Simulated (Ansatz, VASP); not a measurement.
## Two plane-wave programs on Sr

Contents of INCAR:

```
SYSTEM = Sr
PREC = Accurate
ENCUT = 520
EDIFF = 1E-6
ISMEAR = 0
SIGMA = 0.1
LREAL = .FALSE.
LASPH = .TRUE.
NELM = 80
ALGO = Normal
ISIF = 2
LWAVE = .FALSE.
LCHARG = .TRUE.
GGA = PE
LELF = .TRUE.
LVHAR = .TRUE.
NBANDS = 11
```

Contents of KPOINTS:

```
Automatic mesh
0
G
  12 12 12
  0 0 0
```

POSCAR

```
Sr
1.0
   -2.5386355000      2.5386355000      2.5386355000
    2.5386355000     -2.5386355000      2.5386355000
    2.5386355000      2.5386355000     -2.5386355000
Sr
1
Direct
    0.0000000000      0.0000000000      0.0000000000
```

Input for Ansatz:

```yaml
crystal:
  lattice:
    - [-2.5386355, 2.5386355, 2.5386355]
    - [2.5386355, -2.5386355, 2.5386355]
    - [2.5386355, 2.5386355, -2.5386355]
  atoms:
    - { symbol: Sr, position: [0.0, 0.0, 0.0] }
basis:
  ecutwfc: 420
kpoints:
  mp_grid: { grid: [12, 12, 12] }
hamiltonian:
  xc: pbe
scf:
  occupations: { method: gaussian, width: 0.1 }
output:
  forces: true
  stress: true
  eigenvalues: true
```

Alike in both runs: task single point; functional PBE; k mesh 12 × 12 × 12; occupations gaussian, width 0.1 eV; no spin polarisation.

|  | VASP | Ansatz |
| --- | --- | --- |
| version | VASP 6.6.1 | Ansatz 0.2.0 |
| potentials or method | VASP PAW PBE potentials, release 64 (Sr_sv), cutoff 520 eV | scalar-relativistic, plane waves, PAW |
| valence electrons in the cell | 10 | 10 |

|  | VASP | Ansatz | Ansatz less VASP |
| --- | --- | --- | --- |
| gap on the k mesh at the Fermi level (eV) | none | none | - |
| pressure (GPa) | -1.6 | -1.6 | 0.00 |

A gap of «none» marks a metal or a gap that the smearing closes. With one functional, cell and mesh, what is left measures potentials, basis and numerics.
